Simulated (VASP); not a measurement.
Set up this calculation in VASP 6.6.1, as the native input.

```
Task                   : electric field gradients
Functional             : PBEsol
Potentials or basis    : VASP PAW PBE potentials, release 64 (Hf_pv, C)
Cutoff                 : 520 eV
k mesh                 : 15 × 15 × 15
Occupations            : fermi-dirac, width 0.05 eV
Spin                   : no spin polarisation
Dipole correction      : no
Further INCAR settings : ALGO = Normal; EDIFF = 1e-08; NBANDS = 14
```

The structure of HfC lies in POSCAR:

```
HfC
1.0
    0.0000000000      2.3705998121      2.3705998121
    2.3705998121      0.0000000000      2.3705998121
    2.3705998121      2.3705998121      0.0000000000
Hf C
1 1
Direct
    0.5000000000      0.5000000000      0.5000000000
    0.0000000000      0.0000000000      0.0000000000
```

The input as run:

INCAR

```
  ALGO = Normal
  EDIFF = 1E-8
  ENCUT = 520
  GGA = PS
  GGA_COMPAT = F
  ISIF = 2
  ISMEAR = -1
  LASPH = T
  LCHARG = F
  LEFG = T
  LREAL = F
  LWAVE = F
  NBANDS = 14
  NELM = 120
  PREC = Accurate
  SIGMA = 0.05
```

KPOINTS

```
k-points
0
Gamma
  15 15 15
```

Potentials or basis: VASP PAW PBE potentials, release 64 (Hf_pv, C).

Command:

```console
$ cat potpaw_PBE.64/Hf_pv/POTCAR potpaw_PBE.64/C/POTCAR > POTCAR
$ mpirun -np 1 vasp_std > vasp.out
```

Results of the run:

| Property | Result |
| --- | --- |
| Pressure | -18.6 GPa |
| Band gap on the k mesh | zero (bands 7 and 8 overlap by 1.41 eV) |
| Largest electric field gradient by atom | zero within the noise of the run |

Caveat: the cell stands under tension; the PAW data sets were made with another functional, which shifts forces and pressure a little; spin-orbit coupling is left out, which moves the levels of the heavy elements.

Run time: 100 s on 1 thread of Intel Xeon 8259CL, with other jobs on the host, peak memory 0.19 GiB.
